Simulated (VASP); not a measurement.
Li, 2 atoms in the cell. Symmetry: P6_3/mmc, No. 194, hexagonal system. Conventional cell: a = 3.130 Å, b = 3.130 Å, c = 5.111 Å, α = 90.00°, β = 90.00°, γ = 120.00°. Li (site symmetry -6m2) has 12 Li at 3.13 Å within 4.1 Å. This isn't the form of Li at room conditions, which is bcc.

* Program: VASP 6.6.1
* Task: relaxation of cell and atoms
* Functional: PBEsol
* Potentials or basis: VASP PAW PBE potentials, release 64 (Li_sv)
* Cutoff: 600 eV
* k mesh: 16 × 16 × 9
* Occupations: fermi-dirac, width 0.1 eV
* Spin: no spin polarisation
* Target pressure: 20 GPa
* Dipole correction: no
* Further INCAR settings: ALGO = Normal; EDIFF = 1e-06; IBRION = 2; EDIFFG = -0.02; NSW = 80; ISIF = 3

Potentials or basis: VASP PAW PBE potentials, release 64 (Li_sv).

Command:

```sh
$ cat potpaw_PBE.64/Li_sv/POTCAR > POTCAR
$ mpirun -np 1 vasp_std > vasp.out
```

Hardware: 1 thread of Intel Xeon 8259CL (shared host).

Q: How long does it take, and how much memory?

A: Wall time 8 min on 1 thread of Intel Xeon 8259CL, on a shared host, peak memory 0.2 GiB. Counts: scf iterations 63, k points 150, ion steps 10.
